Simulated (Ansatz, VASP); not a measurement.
One calculation of BiTe, two programs

```
Bi Te
1.0
     0.00000    3.28353    3.23500
     3.28353    0.00000    3.23500
     3.28353    3.28353    0.00000
Bi Te
1 1
Direct
  0.00000 0.00000 0.00000
  0.50000 0.50000 0.50000
```

Change from the starting cell: strain +0.015 along x and y, +0.000 along z, atoms carried along.

Alike in both runs: task single point; functional PBE; k mesh 14 × 14 × 14; occupations gaussian, width 0.15 eV; no spin polarisation.

```csv
,VASP,Ansatz
version,VASP 6.6.1,Ansatz 0.2.0
potentials or method,"VASP PAW PBE potentials, release 64 (Bi_d, Te), cutoff 520 eV","scalar-relativistic, plane waves, PAW"
valence electrons in the cell,21,31
```

|  | VASP | Ansatz | Ansatz less VASP |
| --- | --- | --- | --- |
| gap on the k mesh at the Fermi level (eV) | none | none | - |
| pressure (GPa) | -0.7 | -0.6 | +0.06 |
| traceless stress, the component that is largest in VASP (GPa) | 0.78 | 0.78 | +0.003 |

A gap of «none» marks a metal or a gap that the smearing closes. VASP's potentials hold 21 valence electrons a cell and Ansatz's 31, so a difference there can come from the potentials and not from the codes.

Neither program's run includes spin-orbit coupling.
